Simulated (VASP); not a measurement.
Input of a VASP 6.6.1 run:

File INCAR:

```
SYSTEM = CuO
ALGO     = Normal         ! electronic algorithm
EDIFF    = 1E-6           ! SCF threshold, eV
ENCUT    = 700            ! plane-wave cutoff, eV
GGA      = CA             ! functional
GGA_COMPAT= .FALSE.      
ISIF     = 2              ! what is computed and relaxed
ISMEAR   = 0              ! smearing method
ISPIN    = 2              ! spin polarisation
LASPH    = .TRUE.         ! aspherical terms in the spheres
LCHARG   = .FALSE.        ! write CHGCAR
LDAU     = .TRUE.         ! DFT+U
LDAUJ    = 0 0          
LDAUL    = 2 -1           ! shell
LDAUPRINT= 1            
LDAUTYPE = 2            
LDAUU    = 5 0            ! U, eV
LMAXMIX  = 4              ! l up to which the mixer works
LORBIT   = 11             ! projections on sites
LREAL    = .FALSE.        ! projectors in reciprocal space
LWAVE    = .FALSE.        ! write WAVECAR
MAGMOM   = 0 0 0 0        ! initial moments
NBANDS   = 37             ! bands
NELM     = 200            ! most SCF steps
NUPDOWN  = 0.0            ! fixed moment
PREC     = Accurate       ! precision mode
SIGMA    = 0.05           ! smearing width, eV
```

File KPOINTS:

```
k-points
0
G
  7 7 4
  0 0 0
```

Contents of POSCAR:

```
CuO
1.0
    2.3446497600     -1.7133998200      0.0000000000
    2.3446497600      1.7133998200      0.0000000000
   -0.8605499100      0.0000000000      5.0594394800
Cu O
2 2
Direct
    0.0032000000      0.4968000000      0.0000000000
    0.4968000000      0.0032000000      0.5000000000
    0.5714000000      0.4056000000      0.2537000000
    0.4056000000      0.5714000000      0.7537000000
```

Potentials or basis: VASP PAW LDA potentials, release 64 (Cu_sv_GW, O).

Launch:

```bash
$ cat potpaw_LDA.64/Cu_sv_GW/POTCAR potpaw_LDA.64/O/POTCAR > POTCAR
$ mpirun -np 1 vasp_std > vasp.out
```

(1) Predict the pressure.

(2) What does it give for the largest force?

Results:

(1) -12.3 GPa.

(2) 0.739 eV/Å.

Caveat: the cell stands under tension; the total moment is fixed, so each spin has its own Fermi level.
